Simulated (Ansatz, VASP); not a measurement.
# Sb: VASP beside Ansatz

INCAR

```
  PREC = Accurate
  ENCUT = 520
  EDIFF = 1E-6
  ISMEAR = -1
  SIGMA = 0.05
  LREAL = F
  LASPH = T
  NELM = 60
  ALGO = Normal
  ISIF = 2
  LWAVE = F
  LCHARG = F
  GGA = PE
  NBANDS = 8
```

KPOINTS

```
Automatic mesh
0
Gamma
  12 12 12
```

File POSCAR:

```
Sb
1.0
    0.0000000000      2.3050000000      2.3741500000
    2.3050000000      0.0000000000      2.3741500000
    2.3050000000      2.3050000000      0.0000000000
Sb
1
Direct
    0.0000000000      0.0000000000      0.0000000000
```

Input for Ansatz:

```yaml
crystal:
  lattice:
    - [0.0, 2.305, 2.37415]
    - [2.305, 0.0, 2.37415]
    - [2.305, 2.305, 0.0]
  atoms:
    - { symbol: Sb, position: [0.0, 0.0, 0.0] }
kpoints:
  mp_grid: { grid: [12, 12, 12] }
  band_path:
    path:
      - [0.0, 0.0, 0.0]
      - [0.0, 0.5, 0.5]
      - [0.25, 0.75, 0.5]
      - [0.0, 0.5, 0.0]
      - [0.0, 0.0, 0.0]
      - [0.5, 0.5, 0.0]
      - [0.3678244886, 0.6321755114, 0.0]
      - [-0.3678244886, 0.3678244886, 0.0]
      - [0.0, 0.0, 0.0]
    npoints: 5
scf:
  occupations: { method: fermi_dirac, width: 0.05 }
hamiltonian:
  xc: pbe
  pseudopotentials: { kind: all_electron, lapw: { basis_error: 0.001 } }
output:
  forces: true
  stress: true
  eigenvalues: true
```

Change from the starting cell: zz strain of +3 %.

Alike in both runs: task single point; functional PBE; k mesh 12 × 12 × 12; occupations fermi-dirac, width 0.05 eV; no spin polarisation.

|  | VASP | Ansatz |
| --- | --- | --- |
| version | VASP 6.6.1 | Ansatz 0.2.0 |
| potentials or method | VASP PAW PBE potentials, release 64 (Sb), cutoff 520 eV | all-electron LAPW, scalar-relativistic |

```csv
,VASP,Ansatz,Ansatz less VASP
pressure (GPa),6.1,6.2,+0.14
"traceless stress, the component that is largest in VASP (GPa)",0.71,0.72,+0.006
```

Ansatz ran all-electron here, and VASP with PAW potentials.

Spin-orbit coupling is off throughout.
